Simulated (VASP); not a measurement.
Ga4AsN3:

```
CELL_PARAMETERS angstrom
4.80029 0.00000 0.00000
0.00000 4.80029 0.00000
0.00000 0.00000 4.80029
ATOMIC_POSITIONS crystal
N 0.50000 0.00000 0.00000
N 0.00000 0.50000 0.00000
N 0.00000 0.00000 0.50000
Ga 0.22699 0.77301 0.77301
Ga 0.77301 0.22699 0.77301
Ga 0.77301 0.77301 0.22699
Ga 0.22699 0.22699 0.22699
As 0.50000 0.50000 0.50000
```

Base run:

| Property | Result |
| --- | --- |
| Program | VASP 6.6.1 |
| Functional | PBE |
| Potentials or basis | VASP PAW PBE potentials, release 64 (N, Ga_d, As) |
| Cutoff | 520 eV |
| k mesh | 6 × 6 × 6 |
| Occupations | fermi-dirac, width 0.02 eV |
| Spin | no spin polarisation |

Its results: band gap on the k mesh zero (filled and empty bands touch); pressure 5.2 GPa; largest force 0.080 eV/Å.

The run is repeated on the same cell with these changes: functional from PBE to r2SCAN; k mesh from 6 × 6 × 6 to 4 × 4 × 4. What comes out?

Band gap on the k mesh zero (filled and empty bands touch); pressure 0.6 GPa; largest force 0.033 eV/Å.

Several settings changed at once, so the effect can't be laid on one alone.

Caveats: the PAW data sets were made with another functional, which shifts forces and pressure a little (some runs).
